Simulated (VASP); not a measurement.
# LiNbO3 (R3c) in VASP: notebook

The runs below take LiNbO3 through single point, relaxation of shape and atoms at fixed volume, with r2SCAN.

Program: VASP 6.6.1. These are calculated values, not measurements. Logs are shortened: lines on timing, memory, paths and dates and some standing lists are left out, and cuts for length are marked.

## (1) The cell of the first run

The structure is trigonal, space group R3c (No. 161). Conventional cell: a = 5.025 Å, b = 5.025 Å, c = 13.644 Å, α = 90.00°, β = 90.00°, γ = 120.00°. Within 2.6 Å of Li (site symmetry 3) lie 6 O at 1.97 to 2.18 Å. Nb (site symmetry 3) has 6 O at 1.87 to 2.10 Å within 2.5 Å. O (site symmetry 1) has 2 Nb at 1.87 to 2.10 Å and 2 Li at 1.97 to 2.18 Å within 2.5 Å.

## (2) Single point, r2SCAN (9.94 Å³/atom)

The input, POSCAR:

```
LiNbO3
1.0
    2.5123346352      1.4504970779      4.5479225103
   -2.5123346352      1.4504970779      4.5479225103
    0.0000000000     -2.9009941559      4.5479225103
Li Nb O
2 2 6
Direct
    0.2837961152      0.2837961152      0.2837961152
    0.7837961152      0.7837961152      0.7837961152
   -0.0003402552     -0.0003402552     -0.0003402552
    0.4996597448      0.4996597448      0.4996597448
    0.0985602136      0.3744896416      0.7153092849
    0.7153092849      0.0985602136      0.3744896416
    0.3744896416      0.7153092849      0.0985602136
    0.2153092849      0.8744896416      0.5985602136
    0.8744896416      0.5985602136      0.2153092849
    0.5985602136      0.2153092849      0.8744896416
```

The input, INCAR.step1:

```
SYSTEM = LiNbO3
PREC = Accurate
ENCUT = 830
ISMEAR = 0
SIGMA = 0.02
LREAL = .False.
LASPH = .True.
NELM = 120
NBANDS = 45
GGA = PE
ALGO = Normal
EDIFF = 1E-5
LWAVE = .True.
LCHARG = .False.
GGA_COMPAT = .False.
```

The input, INCAR.step2:

```
SYSTEM = LiNbO3
PREC = Accurate
ENCUT = 830
EDIFF = 1E-6
ISMEAR = 0
SIGMA = 0.02
LREAL = .False.
LASPH = .True.
NELM = 120
ALGO = Normal
ISIF = 2
LWAVE = .False.
LCHARG = .False.
METAGGA = R2SCAN
LMIXTAU = .True.
NBANDS = 45
ISTART = 1
GGA_COMPAT = .False.
```

The input, KPOINTS:

```
Automatic mesh
0
Gamma
  6 6 6
  0 0 0
```

Potentials or basis: VASP PAW PBE potentials, release 64 (Li_sv, Nb_sv, O).

Command:

```bash
cat potpaw_PBE.64/Li_sv/POTCAR potpaw_PBE.64/Nb_sv/POTCAR potpaw_PBE.64/O/POTCAR > POTCAR
cp INCAR.step1 INCAR
mpirun -np 1 vasp_std > vasp.out
cp INCAR.step2 INCAR
mpirun -np 1 vasp_std > vasp.out
```

OUTCAR:

```text
SYSTEM = LiNbO3
   PREC = Accurate
   ENCUT = 830
   EDIFF = 1E-6
   ISMEAR = 0
   LREAL = .False.
   LASPH = .True.
   NELM = 120
   ISIF = 2
   METAGGA = R2SCAN
   ISTART = 1

 ion  position               nearest neighbor table
   1  0.284  0.284  0.284-   9 1.97   8 1.97  10 1.97   7 2.18   6 2.18   5 2.18
   2  0.784  0.784  0.784-   5 1.97   7 1.97   6 1.97   8 2.18  10 2.18   9 2.18
   3  1.000  1.000  1.000-   5 1.87   7 1.87   6 1.87   9 2.10  10 2.10   8 2.10
   4  0.500  0.500  0.500-   9 1.87   8 1.87  10 1.87   5 2.10   6 2.10   7 2.10
   5  0.099  0.374  0.715-   3 1.87   2 1.97   4 2.10   1 2.18
   6  0.715  0.099  0.374-   3 1.87   2 1.97   4 2.10   1 2.18
   7  0.374  0.715  0.099-   3 1.87   2 1.97   4 2.10   1 2.18
   8  0.215  0.874  0.599-   4 1.87   1 1.97   3 2.10   2 2.18
   9  0.874  0.599  0.215-   4 1.87   1 1.97   3 2.10   2 2.18
  10  0.599  0.215  0.874-   4 1.87   1 1.97   3 2.10   2 2.18

  LATTYP: Found a trigonal (rhomboedric) cell.
 ALAT       =     5.3943828425
 COS(alpha) =     0.5661881249

  Lattice vectors:

 A1 = (   2.5123346352,   1.4504970779,   4.5479225103)
 A2 = (  -2.5123346352,   1.4504970779,   4.5479225103)
 A3 = (   0.0000000000,  -2.9009941559,   4.5479225103)

Analysis of symmetry for initial positions (statically):
=====================================================================
 Subroutine PRICEL returns:
 Original cell was already a primitive cell.

 Routine SETGRP: Setting up the symmetry group for a
 trigonal (rhombohedral) supercell.

 Subroutine GETGRP returns: Found  6 space group operations
 (whereof  3 operations were pure point group operations)
 out of a pool of 12 trial point group operations.

The static configuration has the point symmetry C_3 .
 The point group associated with its full space group is C_3v.

Analysis of symmetry for dynamics (positions and initial velocities):
=====================================================================
 Subroutine PRICEL returns:
 Original cell was already a primitive cell.

 Routine SETGRP: Setting up the symmetry group for a
 trigonal (rhombohedral) supercell.

 Subroutine GETGRP returns: Found  6 space group operations
 (whereof  3 operations were pure point group operations)
 out of a pool of 12 trial point group operations.

The dynamic configuration has the point symmetry C_3 .
 The point group associated with its full space group is C_3v.

 Subroutine INISYM returns: Found  6 space group operations
 (whereof  3 operations are pure point group operations),
 and found     1 'primitive' translations

[... 116 lines left out ...]
   ISIF   =      2    stress and relaxation
   ISYM   =      2    0-nonsym 1-usesym 2-fastsym
   POTIM  = 0.5000    time-step for ionic-motion
   TEBEG  =    0.0;   TEEND  =   0.0 temperature during run
   PSTRESS=    0.0 pullay stress
   NELECT =      68.0000    total number of electrons
   NUPDOWN=      -1.0000    fix difference up-down
   EMIN   =  10.00;   EMAX   =-10.00  energy-range for DOS
   EFERMI =   0.00;   METHOD = LEGACY
   ISMEAR =     0;   SIGMA  =   0.02  broadening in eV -4-tet -1-fermi 0-gaus
   EFERMI_NEDOS =   21; number of points for ismear=-14 and -15
   IALGO  =     38    algorithm
   IMIX   =      4    mixing-type and parameters
     AMIX     =   0.40;   BMIX     =  1.00
     AMIX_MAG =   1.60;   BMIX_MAG =  1.00
  volume/ion in A,a.u.               =       9.94        67.11
  Fermi-wavevector in a.u.,A,eV,Ry     =   1.442309  2.725568 28.303583  2.080255
  Thomas-Fermi vector in A             =   2.560843
   LORBIT       =      0    0 simple, 1 ext, 2 COOP (PROOUT), +10 PAW based schemes
   METAGGA = R2SCAN    functional components
   LHFCALC =     F    Hartree Fock is set to
   AEXX    =    0.0000 exact exchange contribution
   IVDW    =     0    specifies the selected vdW correction
   LEPSILON=     F    determine dielectric tensor
   LRPA    =     F    only Hartree local field effects (RPA)
 non-spin polarized calculation
 Gauss-broadening in eV      SIGMA  =   0.02
  energy-cutoff  :      830.00
  volume of cell :       99.44
 maximum number of plane-waves:      5452
 NGX is ok and might be reduce to    54
   NGX = 25   NGY = 25   NGZ = 25

 number of electron      68.0000001 magnetization

 Free energy of the ion-electron system (eV)
  ---------------------------------------------------
  ext. energy  EPLUGINS =         0.00000000
  ---------------------------------------------------
  free energy    TOTEN  =      -118.53490642 eV

  energy without entropy =     -118.53490642  energy(sigma->0) =     -118.53490642

 E-fermi :   3.8624     XC(G=0): -11.8846

 val. band max:        3.7607313810   @ k =   0.1667   0.1667   0.1667
 cond. band min:       7.8483408014   @ k =  -0.3333   0.3333   0.0000
 fundamental gap:      4.0876094204
 Fermi energy:         3.8623863372

 k-point     1 :       0.0000    0.0000    0.0000
  band No.  band energies     occupation
      1     -52.0155      2.00000
      2     -51.9930      2.00000
      3     -39.7106      2.00000
      4     -39.7064      2.00000
      5     -27.6537      2.00000
      6     -27.6537      2.00000
[... 1141 lines left out ...]
     44      14.2360      0.00000
     45      15.5310      0.00000

 [... further k-points ...]
[... 5 lines left out ...]
  --------------------------------------------------------------------------------------
  -------------------------------------------------------------------------------------
  Total        5.1862499      5.1862499      5.1929880      0.0000000     -0.0000000      0.0000000
  in kB       83.5613349     83.5613349     83.6698996      0.0000000     -0.0000000      0.0000000
  external PRESSURE =      83.5975231 kB  Pullay stress =       0.0000000 kB

 VOLUME and BASIS-vectors are now :
 -----------------------------------------------------------------------------
  energy-cutoff  :      830.00
  volume of cell :       99.44
      direct lattice vectors                 reciprocal lattice vectors
     2.512334635  1.450497078  4.547922510     0.199018074  0.114903139  0.073293538
    -2.512334635  1.450497078  4.547922510    -0.199018074  0.114903139  0.073293538
     0.000000000 -2.900994156  4.547922510     0.000000000 -0.229806277  0.073293538

 POSITION                                       TOTAL-FORCE (eV/Angst)
 -----------------------------------------------------------------------------------
      0.00000     -0.00000      3.87205         0.000000     -0.000000      0.007162
      0.00000     -0.00000     10.69393         0.000000     -0.000000      0.007162
      0.00000     -0.00000     13.63913         0.000000      0.000000     -0.020105
      0.00000     -0.00000      6.81724         0.000000      0.000000     -0.020105
     -0.69323     -1.38895      5.40457         0.000026      0.005223      0.004314
      1.54948      0.09412      5.40457        -0.004536     -0.002590      0.004314
     -0.85625      1.29483      5.40457         0.004511     -0.002634      0.004314
     -1.65608     -0.15567      7.67853        -0.004511     -0.002634      0.004314
      0.69323      1.51204      7.67853        -0.000026      0.005223      0.004314
      0.96285     -1.35637      7.67853         0.004536     -0.002590      0.004314
 -----------------------------------------------------------------------------------
    total drift:                               -0.000000      0.000000     -0.017397

  FREE ENERGIE OF THE ION-ELECTRON SYSTEM (eV)
  ---------------------------------------------------
  free  energy   TOTEN  =      -118.5349064209 eV

  energy  without entropy=     -118.5349064209  energy(sigma->0) =     -118.53490642
```

OUTCAR.step1:

```text
SYSTEM = LiNbO3
   PREC = Accurate
   ENCUT = 830
   ISMEAR = 0
   LREAL = .False.
   LASPH = .True.
[... 1408 lines left out ...]
     -1.65608     -0.15567      7.67853        -0.088348      0.035731      0.030308
      0.69323      1.51204      7.67853         0.075119      0.058646      0.030308
      0.96285     -1.35637      7.67853         0.013230     -0.094378      0.030308
 -----------------------------------------------------------------------------------
    total drift:                               -0.000000      0.000000      0.000642

  FREE ENERGIE OF THE ION-ELECTRON SYSTEM (eV)
  ---------------------------------------------------
  free  energy   TOTEN  =       -79.7601062044 eV

  energy  without entropy=      -79.7601062044  energy(sigma->0) =      -79.76010620
```

Wall time 21 min (1 thread of AMD EPYC 9R45 (Zen 5), shared host); peak memory 0.54 GiB.

What came out:

| Quantity | Value |
| --- | --- |
| Free energy | -118.5349 eV |
| Pressure | 8.4 GPa |
| Largest force | 0.020 eV/Å |
| Band gap on the k mesh | 4.09 eV (least direct gap 4.16 eV) |

Forces in eV/Å, atoms in the order of the input:
```
Li   0.000  0.000  0.007
Li   0.000  0.000  0.007
Nb   0.000  0.000 -0.020
Nb   0.000  0.000 -0.020
O    0.000  0.005  0.004
O   -0.005 -0.003  0.004
O    0.005 -0.003  0.004
O   -0.005 -0.003  0.004
O    0.000  0.005  0.004
O    0.005 -0.003  0.004
```

Caveat: the cell stands under pressure; the PAW data sets were made with another functional, which shifts forces and pressure a little. A k mesh can miss the band edges.

## (3) Single point, r2SCAN (10.26 Å³/atom)

This run uses another cell than the first one, of 10.26 Å³/atom.

The input, POSCAR:

```
LiNbO3
1.0
    2.5406575751      1.4668493349      4.5890166877
   -2.5406575751      1.4668493349      4.5890166877
    0.0000000000     -2.9336986698      4.5890166877
Li Nb O
2 2 6
Direct
    0.2827184858      0.2827184858      0.2827184858
    0.7827184858      0.7827184858      0.7827184858
   -0.0001540294     -0.0001540294     -0.0001540294
    0.4998459706      0.4998459706      0.4998459706
    0.1032558467      0.3682915453      0.7177031516
    0.7177031516      0.1032558467      0.3682915453
    0.3682915453      0.7177031516      0.1032558467
    0.2177031516      0.8682915453      0.6032558467
    0.8682915453      0.6032558467      0.2177031516
    0.6032558467      0.2177031516      0.8682915453
```

INCAR.step1 is that of step 2.

INCAR.step2 is that of step 2.

KPOINTS is that of step 2.

Potentials or basis: VASP PAW PBE potentials, release 64 (Li_sv, Nb_sv, O).

Command:

```bash
cat potpaw_PBE.64/Li_sv/POTCAR potpaw_PBE.64/Nb_sv/POTCAR potpaw_PBE.64/O/POTCAR > POTCAR
cp INCAR.step1 INCAR
mpirun -np 1 vasp_std > vasp.out
cp INCAR.step2 INCAR
mpirun -np 1 vasp_std > vasp.out
```

OUTCAR:

```text
SYSTEM = LiNbO3
   PREC = Accurate
   ENCUT = 830
   EDIFF = 1E-6
   ISMEAR = 0
   LREAL = .False.
   LASPH = .True.
   NELM = 120
   ISIF = 2
   METAGGA = R2SCAN
   ISTART = 1

 ion  position               nearest neighbor table
   1  0.283  0.283  0.283-   8 2.01  10 2.01   9 2.01   5 2.21   7 2.21   6 2.21
   2  0.783  0.783  0.783-   7 2.01   6 2.01   5 2.01   9 2.21   8 2.21  10 2.21
   3  1.000  1.000  1.000-   5 1.88   6 1.88   7 1.88   9 2.12   8 2.12  10 2.12
   4  0.500  0.500  0.500-   9 1.88  10 1.88   8 1.88   5 2.12   7 2.12   6 2.12
   5  0.103  0.368  0.718-   3 1.88   2 2.01   4 2.12   1 2.21
   6  0.718  0.103  0.368-   3 1.88   2 2.01   4 2.12   1 2.21
   7  0.368  0.718  0.103-   3 1.88   2 2.01   4 2.12   1 2.21
   8  0.218  0.868  0.603-   4 1.88   1 2.01   3 2.12   2 2.21
   9  0.868  0.603  0.218-   4 1.88   1 2.01   3 2.12   2 2.21
  10  0.603  0.218  0.868-   4 1.88   1 2.01   3 2.12   2 2.21

  LATTYP: Found a trigonal (rhomboedric) cell.
 ALAT       =     5.4466193226
 COS(alpha) =     0.5648207072

  Lattice vectors:

 A1 = (   2.5406575751,   1.4668493349,   4.5890166877)
 A2 = (  -2.5406575751,   1.4668493349,   4.5890166877)
 A3 = (   0.0000000000,  -2.9336986698,   4.5890166877)

Analysis of symmetry for initial positions (statically):
=====================================================================
 Subroutine PRICEL returns:
 Original cell was already a primitive cell.

 Routine SETGRP: Setting up the symmetry group for a
 trigonal (rhombohedral) supercell.

 Subroutine GETGRP returns: Found  6 space group operations
 (whereof  3 operations were pure point group operations)
 out of a pool of 12 trial point group operations.

The static configuration has the point symmetry C_3 .
 The point group associated with its full space group is C_3v.

Analysis of symmetry for dynamics (positions and initial velocities):
=====================================================================
 Subroutine PRICEL returns:
 Original cell was already a primitive cell.
[... 154 lines left out ...]
   LEPSILON=     F    determine dielectric tensor
   LRPA    =     F    only Hartree local field effects (RPA)
 non-spin polarized calculation
 Gauss-broadening in eV      SIGMA  =   0.02
  energy-cutoff  :      830.00
  volume of cell :      102.61
 maximum number of plane-waves:      5594
 NGX is ok and might be reduce to    54
   NGX = 25   NGY = 25   NGZ = 25

 number of electron      67.9999999 magnetization

 Free energy of the ion-electron system (eV)
  ---------------------------------------------------
  ext. energy  EPLUGINS =         0.00000000
  ---------------------------------------------------
  free energy    TOTEN  =      -118.65396690 eV

  energy without entropy =     -118.65396690  energy(sigma->0) =     -118.65396690

 E-fermi :   3.5737     XC(G=0): -11.6932

 val. band max:        3.4660421062   @ k =   0.1667   0.1667   0.1667
 cond. band min:       7.5298722926   @ k =  -0.3333   0.3333   0.0000
 fundamental gap:      4.0638301864
 Fermi energy:         3.5736597556

 k-point     1 :       0.0000    0.0000    0.0000
  band No.  band energies     occupation
      1     -52.3603      2.00000
      2     -52.3407      2.00000
      3     -40.1646      2.00000
      4     -40.1612      2.00000
      5     -27.9705      2.00000
      6     -27.9705      2.00000
[... 1141 lines left out ...]
     44      13.7924      0.00000
     45      14.9557      0.00000

 [... further k-points ...]

------------------------ aborting loop because EDIFF is reached ----------------------------------------

  FORCE on cell =-STRESS in cart. coord.  units (eV):
  Direction    XX          YY          ZZ          XY          YZ          ZX
  --------------------------------------------------------------------------------------
  -------------------------------------------------------------------------------------
  Total        2.3838634      2.3838634      2.4230865      0.0000000      0.0000000      0.0000000
  in kB       37.2211190     37.2211190     37.8335398      0.0000000      0.0000000      0.0000000
  external PRESSURE =      37.4252592 kB  Pullay stress =       0.0000000 kB

 VOLUME and BASIS-vectors are now :
 -----------------------------------------------------------------------------
  energy-cutoff  :      830.00
  volume of cell :      102.61
      direct lattice vectors                 reciprocal lattice vectors
     2.540657575  1.466849335  4.589016688     0.196799445  0.113622212  0.072637202
    -2.540657575  1.466849335  4.589016688    -0.196799445  0.113622212  0.072637202
     0.000000000 -2.933698670  4.589016688     0.000000000 -0.227244425  0.072637202

 POSITION                                       TOTAL-FORCE (eV/Angst)
 -----------------------------------------------------------------------------------
      0.00000      0.00000      3.89220         0.000000      0.000000      0.029694
      0.00000      0.00000     10.77572         0.000000      0.000000      0.029694
      0.00000      0.00000     13.76493         0.000000     -0.000000     -0.028356
      0.00000      0.00000      6.88140         0.000000     -0.000000     -0.028356
     -0.67336     -1.41384      5.45749        -0.003425      0.006657     -0.000446
      1.56110      0.12377      5.45749        -0.004053     -0.006294     -0.000446
     -0.88774      1.29007      5.45749         0.007477     -0.000363     -0.000446
     -1.65292     -0.17678      7.75200        -0.007477     -0.000363     -0.000446
      0.67336      1.51986      7.75200         0.003425      0.006657     -0.000446
      0.97956     -1.34308      7.75200         0.004053     -0.006294     -0.000446
 -----------------------------------------------------------------------------------
    total drift:                                0.000000     -0.000000      0.042495

  FREE ENERGIE OF THE ION-ELECTRON SYSTEM (eV)
  ---------------------------------------------------
  free  energy   TOTEN  =      -118.6539669047 eV

  energy  without entropy=     -118.6539669047  energy(sigma->0) =     -118.65396690
```

OUTCAR.step1:

```text
SYSTEM = LiNbO3
   PREC = Accurate
   ENCUT = 830
   ISMEAR = 0
   LREAL = .False.
   LASPH = .True.
[... 1408 lines left out ...]
     -1.65292     -0.17678      7.75200        -0.092500      0.034264      0.033703
      0.67336      1.51986      7.75200         0.075923      0.062975      0.033703
      0.97956     -1.34308      7.75200         0.016577     -0.097239      0.033703
 -----------------------------------------------------------------------------------
    total drift:                                0.000000     -0.000000      0.001109

  FREE ENERGIE OF THE ION-ELECTRON SYSTEM (eV)
  ---------------------------------------------------
  free  energy   TOTEN  =       -79.9469333482 eV

  energy  without entropy=      -79.9469333482  energy(sigma->0) =      -79.94693335
```

OSZICAR.step1:

```text
N       E                     dE             d eps       ncg     rms          rms(c)
DAV:   1     0.982191332566E+03    0.98219E+03   -0.46631E+04  2880   0.226E+03
DAV:   2    -0.281659867310E+00   -0.98247E+03   -0.94309E+03  3381   0.658E+02
DAV:   3    -0.903840070810E+02   -0.90102E+02   -0.88907E+02  4219   0.188E+02
DAV:   4    -0.977384661472E+02   -0.73545E+01   -0.73297E+01  5232   0.502E+01
DAV:   5    -0.981013067510E+02   -0.36284E+00   -0.36260E+00  4328   0.796E+00    0.276E+01
DAV:   6    -0.799282479540E+02    0.18173E+02   -0.75465E+01  4208   0.548E+01    0.904E+00
DAV:   7    -0.799353797616E+02   -0.71318E-02   -0.76446E+00  4624   0.163E+01    0.562E+00
DAV:   8    -0.799371096181E+02   -0.17299E-02   -0.76454E-01  4464   0.626E+00    0.166E+00
DAV:   9    -0.799413671589E+02   -0.42575E-02   -0.11621E-01  4321   0.257E+00    0.944E-01
DAV:  10    -0.799468295090E+02   -0.54624E-02   -0.31782E-02  3864   0.130E+00    0.135E-01
DAV:  11    -0.799468434400E+02   -0.13931E-04   -0.28387E-03  4354   0.330E-01    0.468E-02
DAV:  12    -0.799469279863E+02   -0.84546E-04   -0.27168E-04  4240   0.130E-01    0.181E-02
DAV:  13    -0.799469333482E+02   -0.53619E-05   -0.62978E-05  3540   0.488E-02
   1 F= -.79946933E+02 E0= -.79946933E+02  d E =-.757772E-18
```

Wall time 17 min (1 thread of AMD EPYC 9R45 (Zen 5), shared host); peak memory 0.55 GiB.

Results:

```
Free energy            : -118.6540 eV
Pressure               : 3.7 GPa
Largest force          : 0.030 eV/Å
Band gap on the k mesh : 4.06 eV (least direct gap 4.13 eV)
```

Forces in eV/Å, atoms in the order of the input:
```
Li   0.000  0.000  0.030
Li   0.000  0.000  0.030
Nb   0.000  0.000 -0.028
Nb   0.000  0.000 -0.028
O   -0.003  0.007  0.000
O   -0.004 -0.006  0.000
O    0.007  0.000  0.000
O   -0.007  0.000  0.000
O    0.003  0.007  0.000
O    0.004 -0.006  0.000
```

Caveat: the cell stands under pressure; the PAW data sets were made with another functional, which shifts forces and pressure a little.

(Part 1 of 2 ends here.)
